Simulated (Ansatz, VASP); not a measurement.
**LiF: VASP beside Ansatz**

The input INCAR:

```
SYSTEM = LiF
PREC = Accurate ; ENCUT = 520
EDIFF = 1E-6 ; ISMEAR = 0
SIGMA = 0.05 ; LREAL = .FALSE.
LASPH = .TRUE. ; NELM = 100
ALGO = Normal ; ISIF = 2
LWAVE = .FALSE. ; LCHARG = .FALSE.
GGA = PS ; NBANDS = 18
```

KPOINTS

```
regular mesh
0
G
  9 9 6
  0 0 0
```

The input POSCAR:

```
LiF
1.0
    3.1833774102      0.0000000000      0.0000000000
   -1.5916887051      2.7568857071      0.0000000000
    0.0000000000      0.0000000000      5.1919105356
Li F
2 2
Direct
    0.3333333333      0.6666666667      0.3811542600
    0.6666666667      0.3333333333      0.8811542600
    0.3333333333      0.6666666667      0.9938437400
    0.6666666667      0.3333333333      0.4938437400
```

Input for Ansatz:

```yaml
crystal:
  lattice:
    - [3.1833774102, 0.0, 0.0]
    - [-1.5916887051, 2.7568857071, 0.0]
    - [0.0, 0.0, 5.1919105356]
  atoms:
    - { symbol: Li, position: [0.3333333333, 0.6666666667, 0.38115426] }
    - { symbol: Li, position: [0.6666666667, 0.3333333333, 0.88115426] }
    - { symbol: F, position: [0.3333333333, 0.6666666667, 0.99384374] }
    - { symbol: F, position: [0.6666666667, 0.3333333333, 0.49384374] }
basis:
  ecutwfc: 420
kpoints:
  mp_grid: { grid: [9, 9, 6] }
hamiltonian:
  xc: pbesol
scf:
  occupations: { method: gaussian, width: 0.05 }
output:
  forces: true
  stress: true
  eigenvalues: true
```

Change from the starting cell: strain +0.040 along x and y, +0.080 along z, atoms carried along.

Alike in both runs: task single point; functional PBEsol; k mesh 9 × 9 × 6; occupations gaussian, width 0.05 eV; no spin polarisation.

```csv
,VASP,Ansatz
version,VASP 6.6.1,Ansatz 0.2.0
potentials or method,"VASP PAW PBE potentials, release 64 (Li_sv, F), cutoff 520 eV","scalar-relativistic, plane waves, PAW"
valence electrons in the cell,20,20
```

Ansatz gave:

```
gap on the k mesh at the Fermi level (eV) : 7.02
least direct gap on the mesh (eV)         : 7.02
rms of the force components (eV/Å)        : 0.035
```

Problem. What did VASP give for the same quantities?

Solution. gap on the k mesh at the Fermi level (eV): 7.02; least direct gap on the mesh (eV): 7.02; rms of the force components (eV/Å): 0.038.

VASP's potentials were made for PBE, not for PBEsol. Atom by atom the forces differ by 0.004 eV/Å (rms over components). With one functional, cell and mesh, what is left measures potentials, basis and numerics.

Noted on VASP's run: the cutoff is short for stress, so the pressure is rough.
